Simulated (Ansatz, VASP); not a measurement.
# Two plane-wave programs on TiO2

```
Ti O
1.0
     1.49733    0.86448    6.98154
    -1.49733    0.86448    6.98154
     0.00000   -1.72897    6.98154
Ti O
1 2
Direct
  0.00000 0.00000 0.00000
  0.37953 0.37953 0.37953
  0.62047 0.62047 0.62047
```

Alike in both runs: functional PBEsol; k mesh 10 × 10 × 10; occupations fermi-dirac, width 0.05 eV; no spin polarisation.

|  | VASP | Ansatz |
| --- | --- | --- |
| version | VASP 6.6.1 | Ansatz 0.2.0 |
| potentials or method | VASP PAW PBE potentials, release 64 (Ti_sv, O) | Ansatz PAW |
| plane-wave cutoff (eV) | 520 | 420 |
| valence electrons in the cell | 24 | 24 |
| task | single point | band structure |

VASP gave:

| Property | Result |
| --- | --- |
| gap on the k mesh at the Fermi level (eV) | 2.64 |
| least direct gap on the mesh (eV) | 2.83 |
| pressure (GPa) | -3.9 |
| traceless stress, the component that is largest in VASP (GPa) | 1.52 |
| rms of the force components (eV/Å) | 0.181 |

What did Ansatz give for the same quantities?

gap on the k mesh at the Fermi level (eV): 2.67; least direct gap on the mesh (eV): 2.85; pressure (GPa): -4.3; traceless stress, the component that is largest in VASP (GPa): 1.77; rms of the force components (eV/Å): 0.207.

VASP's potentials were made for PBE, not for PBEsol. Atom by atom the forces differ by 0.026 eV/Å (rms over components).
